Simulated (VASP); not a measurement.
# Ti3Se (P-6m2) in VASP: notebook

The runs below take Ti3Se through single point, with PBE+U, PBEsol.

Everything below comes from runs of VASP 6.6.1. Logs are shortened: lines on timing, memory, paths and dates and some standing lists are left out, and cuts for length are marked.

### 1 The cell of the first run

It takes space group P-6m2 (No. 187, hexagonal). Conventional cell: a = 3.197 Å, b = 3.197 Å, c = 7.943 Å, α = 90.00°, β = 90.00°, γ = 120.00°. Se (site symmetry -6m2) has 6 Ti at 2.58 Å and 6 Se at 3.20 Å within 3.4 Å. Within 3.8 Å of Ti (site symmetry -6m2) lie 12 Ti at 2.85 to 3.20 Å. Ti (site symmetry 3m) has 3 Se at 2.58 Å and 9 Ti at 2.85 to 3.20 Å within 3.4 Å.

### 2 Single point, PBE+U

INCAR reads:

```
SYSTEM = Ti3Se
PREC = Accurate ; ENCUT = 520
EDIFF = 1E-7 ; ISMEAR = -1
SIGMA = 0.05 ; LREAL = .False.
LASPH = .True. ; NELM = 150
ALGO = Normal ; ISIF = 2
LWAVE = .False. ; LCHARG = .False.
LMAXMIX = 4 ; LDAU = .True.
LDAUTYPE = 2 ; LDAUL = -1 2
LDAUU = 0 8 ; LDAUJ = 0 0
LDAUPRINT = 1 ; GGA = PE
NBANDS = 29
```

KPOINTS reads:

```
regular mesh
0
Gamma
  10 10 4
  0 0 0
```

POSCAR reads:

```
Ti3Se
1.0
    3.1974455988      0.0000000000      0.0000000000
   -1.5987227994      2.7690691158      0.0000000000
    0.0000000000      0.0000000000      7.9427450000
Se Ti
1 3
Direct
    0.0000000000      0.0000000000      0.0000000000
    0.6666666667      0.3333333333      0.5000000000
    0.3333333333      0.6666666667      0.7729020000
    0.3333333333      0.6666666667      0.2270980000
```

Potentials or basis: VASP PAW PBE potentials, release 64 (Se, Ti_sv).

On the command line:

```console
$ cat potpaw_PBE.64/Se/POTCAR potpaw_PBE.64/Ti_sv/POTCAR > POTCAR
$ mpirun -np 1 vasp_std > vasp.out
```

OUTCAR:

```text
SYSTEM = Ti3Se
   PREC = Accurate
   ENCUT = 520
   EDIFF = 1E-7
   ISMEAR = -1
   LREAL = .False.
   LASPH = .True.
   NELM = 150
   ISIF = 2
   GGA = PE

 ion  position               nearest neighbor table
   1  0.000  0.000  0.000-   3 2.58   4 2.58   3 2.58   4 2.58   3 2.58   4 2.58
   2  0.667  0.333  0.500-   3 2.85   4 2.85   3 2.85   4 2.85   3 2.85   4 2.85
   3  0.333  0.667  0.773-   1 2.58   1 2.58   1 2.58   2 2.85   2 2.85   2 2.85
   4  0.333  0.667  0.227-   1 2.58   1 2.58   1 2.58   2 2.85   2 2.85   2 2.85

  LATTYP: Found a hexagonal cell.
 ALAT       =     3.1974455988
 C/A-ratio  =     2.4840907389

  Lattice vectors:

 A1 = (   3.1974455988,   0.0000000000,   0.0000000000)
 A2 = (  -1.5987227994,   2.7690691158,   0.0000000000)
 A3 = (   0.0000000000,   0.0000000000,   7.9427450000)

Analysis of symmetry for initial positions (statically):
=====================================================================
 Subroutine PRICEL returns:
 Original cell was already a primitive cell.

 Routine SETGRP: Setting up the symmetry group for a
 hexagonal supercell.

 Subroutine GETGRP returns: Found 12 space group operations
 (whereof 12 operations were pure point group operations)
 out of a pool of 24 trial point group operations.

The static configuration has the point symmetry D_3h.

Analysis of symmetry for dynamics (positions and initial velocities):
=====================================================================
 Subroutine PRICEL returns:
 Original cell was already a primitive cell.

 Routine SETGRP: Setting up the symmetry group for a
 hexagonal supercell.

 Subroutine GETGRP returns: Found 12 space group operations
 (whereof 12 operations were pure point group operations)
 out of a pool of 24 trial point group operations.

The dynamic configuration has the point symmetry D_3h.

 Subroutine INISYM returns: Found 12 space group operations
 (whereof 12 operations are pure point group operations),
 and found     1 'primitive' translations

----------------------------------------------------------------------------------------

                                     Primitive cell

  volume of cell :      70.3247

  direct lattice vectors                    reciprocal lattice vectors
     3.197445599  0.000000000  0.000000000     0.312749653  0.180566096  0.000000000
    -1.598722799  2.769069116  0.000000000     0.000000000  0.361132192  0.000000000
     0.000000000  0.000000000  7.942745000     0.000000000  0.000000000  0.125901058

  length of vectors
     3.197445599  3.197445599  7.942745000     0.361132192  0.361132192  0.125901058

  position of ions in fractional coordinates (direct lattice)
     0.000000000  0.000000000  0.000000000
     0.666666667  0.333333333  0.500000000
     0.333333333  0.666666667  0.772902000
     0.333333333  0.666666667  0.227098000

  ion indices of the primitive-cell ions
   primitive index   ion index
                 1           1
                 2           2
                 3           3
                 4           4

----------------------------------------------------------------------------------------

 KPOINTS: regular mesh

Automatic generation of k-mesh.
 Grid dimensions read from file:
 generate k-points for:   10   10    4

 Generating k-lattice:

  Cartesian coordinates                     Fractional coordinates (reciprocal lattice)
     0.031274965  0.018056610  0.000000000     0.100000000 -0.000000000  0.000000000
     0.000000000  0.036113219  0.000000000     0.000000000  0.100000000  0.000000000
     0.000000000  0.000000000  0.031475265     0.000000000  0.000000000  0.250000000

  Length of vectors
     0.036113219  0.036113219  0.031475265

  Shift w.r.t. Gamma in fractional coordinates (k-lattice)
     0.000000000  0.000000000  0.000000000

 Subroutine IBZKPT returns following result:
 ===========================================

 Found     42 irreducible k-points:

 Following reciprocal coordinates:
            Coordinates               Weight
  0.000000  0.000000  0.000000      1.000000
  0.100000  0.000000  0.000000      6.000000
  0.200000  0.000000  0.000000      6.000000
  0.300000 -0.000000  0.000000      6.000000
  0.400000  0.000000  0.000000      6.000000
  0.500000 -0.000000  0.000000      3.000000
[... 16 lines left out ...]
  0.300000  0.100000  0.250000     24.000000
  0.400000  0.100000  0.250000     24.000000
 [... further k-points ...]
   k-points           NKPTS =     42   k-points in BZ     NKDIM =     42   number of bands    NBANDS=     29
   number of dos      NEDOS =    301   number of ions     NIONS =      4
   total plane-waves  NPLWV =  34560
   dimension x,y,z NGX =    24 NGY =   24 NGZ =   60
   dimension x,y,z NGXF=    48 NGYF=   48 NGZF=  120
   ions per type =               1   3
   NGX,Y,Z   is equivalent  to a cutoff of  12.48, 12.48, 12.56 a.u.
   NGXF,Y,Z  is equivalent  to a cutoff of  24.96, 24.96, 25.12 a.u.
 SYSTEM =  Ti3Se
   PREC   = accura    normal or accurate (medium, high low for compatibility)
   ISTART =      0    job   : 0-new  1-cont  2-samecut
   ICHARG =      2    charge: 1-file 2-atom 10-const
   ISPIN  =      1    spin polarized calculation?
   LNONCOLLINEAR =      F non collinear calculations
   LSORBIT =      F    spin-orbit coupling
   LASPH  =      T    aspherical Exc in radial PAW
   ENCUT  =  520.0 eV  38.22 Ry    6.18 a.u.   5.95  5.95 14.77*2*pi/ulx,y,z
   NELM   =    150;   NELMIN=  2; NELMDL= -5     # of ELM steps
   EDIFF  = 0.1E-06   stopping-criterion for ELM
   LREAL  =      F    real-space projection
   EDIFFG = 0.1E-05   stopping-criterion for IOM
   NSW    =      0    number of steps for IOM
   IBRION =     -1    ionic relax: 0-MD 1-quasi-New 2-CG
   NFREE  =      0    steps in history (QN), initial steepest desc. (CG)
   ISIF   =      2    stress and relaxation
   ISYM   =      2    0-nonsym 1-usesym 2-fastsym
   POTIM  = 0.5000    time-step for ionic-motion
   TEBEG  =    0.0;   TEEND  =   0.0 temperature during run
   PSTRESS=    0.0 pullay stress
   NELECT =      42.0000    total number of electrons
   NUPDOWN=      -1.0000    fix difference up-down
   EMIN   =  10.00;   EMAX   =-10.00  energy-range for DOS
   EFERMI =   0.00;   METHOD = LEGACY
   ISMEAR =    -1;   SIGMA  =   0.05  broadening in eV -4-tet -1-fermi 0-gaus
   EFERMI_NEDOS =   21; number of points for ismear=-14 and -15
   IALGO  =     38    algorithm
   IMIX   =      4    mixing-type and parameters
     AMIX     =   0.40;   BMIX     =  1.00
     AMIX_MAG =   1.60;   BMIX_MAG =  1.00
  volume/ion in A,a.u.               =      17.58       118.64
  Fermi-wavevector in a.u.,A,eV,Ry     =   1.378654  2.605279 25.860428  1.900688
  Thomas-Fermi vector in A             =   2.503696
   LORBIT       =      0    0 simple, 1 ext, 2 COOP (PROOUT), +10 PAW based schemes
 LDA+U is selected, type is set to LDAUTYPE =  2
   angular momentum for each species LDAUL =    -1    2
   U (eV)           for each species LDAUU =   0.0  8.0
   J (eV)           for each species LDAUJ =   0.0  0.0
   GGA     = PE    functional components
   LHFCALC =     F    Hartree Fock is set to
   AEXX    =    0.0000 exact exchange contribution
   IVDW    =     0    specifies the selected vdW correction
   LEPSILON=     F    determine dielectric tensor
   LRPA    =     F    only Hartree local field effects (RPA)
 non-spin polarized calculation
  energy-cutoff  :      520.00
  volume of cell :       70.32
 maximum number of plane-waves:      1918
 NGX is ok and might be reduce to    24
   NGX = 11   NGY = 11   NGZ = 29

atom =   2  type =  2  l = 2

 onsite density matrix

spin component  1

  0.1322  0.0000 -0.0000  0.0000  0.0000
  0.0000  0.1655  0.0000 -0.0000 -0.0000
 -0.0000  0.0000  0.1569  0.0000  0.0000
  0.0000 -0.0000  0.0000  0.1655 -0.0000
  0.0000 -0.0000  0.0000 -0.0000  0.1322
[... 77 lines left out ...]
  o =  0.1170  v =  0.3916  0.0000  0.0000  0.9201 -0.0000  0.0000  0.0000  0.0000  0.0000  0.0000      0.0000  0.0000  0.0000  0.0000  0.0000  0.0000  0.0000  0.0000  0.0000  0.0000
  o =  0.1170  v =  0.0000  0.0000  0.0000  0.0000  0.0000  0.3916  0.0000  0.0000  0.9201 -0.0000      0.0000  0.0000  0.0000  0.0000  0.0000  0.0000  0.0000  0.0000  0.0000  0.0000
  o =  0.1170  v =  0.0000 -0.9201  0.0000 -0.0000 -0.3916  0.0000  0.0000  0.0000  0.0000  0.0000      0.0000  0.0000  0.0000  0.0000  0.0000  0.0000  0.0000  0.0000  0.0000  0.0000
  o =  0.1170  v =  0.0000  0.0000  0.0000  0.0000  0.0000  0.0000 -0.9201  0.0000 -0.0000 -0.3916      0.0000  0.0000  0.0000  0.0000  0.0000  0.0000  0.0000  0.0000  0.0000  0.0000
  o =  0.1877  v =  0.0000 -0.0000 -1.0000  0.0000  0.0000  0.0000  0.0000  0.0000  0.0000  0.0000      0.0000  0.0000  0.0000  0.0000  0.0000  0.0000  0.0000  0.0000  0.0000  0.0000
  o =  0.1877  v =  0.0000  0.0000  0.0000  0.0000  0.0000  0.0000 -0.0000 -1.0000  0.0000  0.0000      0.0000  0.0000  0.0000  0.0000  0.0000  0.0000  0.0000  0.0000  0.0000  0.0000
  o =  0.1912  v = -0.9201  0.0000  0.0000  0.3916 -0.0000  0.0000  0.0000  0.0000  0.0000  0.0000      0.0000  0.0000  0.0000  0.0000  0.0000  0.0000  0.0000  0.0000  0.0000  0.0000
  o =  0.1912  v =  0.0000  0.0000  0.0000  0.0000  0.0000 -0.9201  0.0000  0.0000  0.3916 -0.0000      0.0000  0.0000  0.0000  0.0000  0.0000  0.0000  0.0000  0.0000  0.0000  0.0000
  o =  0.1912  v =  0.0000  0.0000  0.0000  0.0000  0.0000  0.0000  0.3916 -0.0000 -0.0000 -0.9201      0.0000  0.0000  0.0000  0.0000  0.0000  0.0000  0.0000  0.0000  0.0000  0.0000
  o =  0.1912  v =  0.0000  0.3916 -0.0000 -0.0000 -0.9201  0.0000  0.0000  0.0000  0.0000  0.0000      0.0000  0.0000  0.0000  0.0000  0.0000  0.0000  0.0000  0.0000  0.0000  0.0000

 number of electron      42.0000000 magnetization

 Free energy of the ion-electron system (eV)
  ---------------------------------------------------
  ext. energy  EPLUGINS =         0.00000000
  ---------------------------------------------------
  free energy    TOTEN  =       -11.78041557 eV

  energy without entropy =      -11.75814678  energy(sigma->0) =      -11.76928118

 E-fermi :   9.1833     XC(G=0): -11.4394

 val. band max:        9.1744808673   @ k =   0.3000   0.2000   0.0000
 cond. band min:       9.1874782604   @ k =   0.1000   0.0000   0.2500
 fundamental gap:      0.0129973932
 Fermi energy:         9.1833035212

 k-point     1 :       0.0000    0.0000    0.0000
  band No.  band energies     occupation
      1     -50.4653      2.00000
      2     -50.4509      2.00000
      3     -50.2659      2.00000
      4     -26.8339      2.00000
      5     -26.7688      2.00000
      6     -26.4753      2.00000
[... 757 lines left out ...]
     28      11.8882      0.00000
     29      12.1391      0.00000

 [... further k-points ...]
[... 5 lines left out ...]
  --------------------------------------------------------------------------------------
  -------------------------------------------------------------------------------------
  Total        4.9860650      4.9860650      7.8351514      0.0000000     -0.0000000      0.0000000
  in kB      113.5954511    113.5954511    178.5050048      0.0000000     -0.0000000      0.0000000
  external PRESSURE =     135.2319690 kB  Pullay stress =       0.0000000 kB

 VOLUME and BASIS-vectors are now :
 -----------------------------------------------------------------------------
  energy-cutoff  :      520.00
  volume of cell :       70.32
      direct lattice vectors                 reciprocal lattice vectors
     3.197445599  0.000000000  0.000000000     0.312749653  0.180566096  0.000000000
    -1.598722799  2.769069116  0.000000000     0.000000000  0.361132192  0.000000000
     0.000000000  0.000000000  7.942745000     0.000000000  0.000000000  0.125901058

 POSITION                                       TOTAL-FORCE (eV/Angst)
 -----------------------------------------------------------------------------------
      0.00000      0.00000      0.00000         0.000000     -0.000000      0.000000
      1.59872      0.92302      3.97137        -0.000000      0.000000      0.000000
     -0.00000      1.84605      6.13896         0.000000     -0.000000      0.132190
     -0.00000      1.84605      1.80378         0.000000     -0.000000     -0.132190
 -----------------------------------------------------------------------------------
    total drift:                                0.000000     -0.000000     -0.000000

  FREE ENERGIE OF THE ION-ELECTRON SYSTEM (eV)
  ---------------------------------------------------
  free  energy   TOTEN  =       -11.7804155701 eV

  energy  without entropy=      -11.7581467842  energy(sigma->0) =      -11.76928118
```

Run time: 2.3 min. Hardware: 1 thread of Intel Xeon Platinum 8375C at 2.90GHz (Ice Lake), shared host; peak memory 0.22 GiB.

Results:

- Free energy: -11.7804 eV
- Pressure: 13.5 GPa
- Largest force: 0.132 eV/Å
- Band gap on the k mesh: zero (band 21 reaches 9.70 eV, above the bottom of band 22 at 8.83 eV)

Forces on the atoms (eV/Å):
```
Se   0.000  0.000  0.000
Ti   0.000  0.000  0.000
Ti   0.000  0.000  0.132
Ti   0.000  0.000 -0.132
```

Stress tensor (GPa, compression positive):
```
11.36  0.00  0.00
 0.00 11.36  0.00
 0.00  0.00 17.85
```

Levels at points of the mesh, in eV from the Fermi level:
```
           k point  band 18  band 19  band 20  band 21  band 22  band 23  band 24  band 25
(0.00, 0.00, 0.00)    -1.70    -1.18     0.16     0.16     0.65     0.66     0.66     1.14
(0.50, 0.00, 0.00)    -1.96    -1.86    -1.51    -1.05     0.44     0.60     0.85     2.26
(0.00, 0.00, 0.50)    -1.75    -0.87     0.10     0.52     0.52     0.80     0.80     1.26
(0.50, 0.00, 0.50)    -1.98    -1.82    -1.34    -1.17     0.31     0.92     1.21     1.28
```

Eigenvalues of the final occupation matrices:
```csv
site,spin,trace,eigenvalues
site 2 d,1,0.75,0.13 0.13 0.16 0.17 0.17
site 2 d,2,0.75,0.13 0.13 0.16 0.17 0.17
site 3 d,1,0.80,0.12 0.12 0.19 0.19 0.19
site 3 d,2,0.80,0.12 0.12 0.19 0.19 0.19
site 4 d,1,0.80,0.12 0.12 0.19 0.19 0.19
site 4 d,2,0.80,0.12 0.12 0.19 0.19 0.19
```

Caveat: U without spin polarisation on a metal has little footing.

(Part 1 of 2 ends here.)
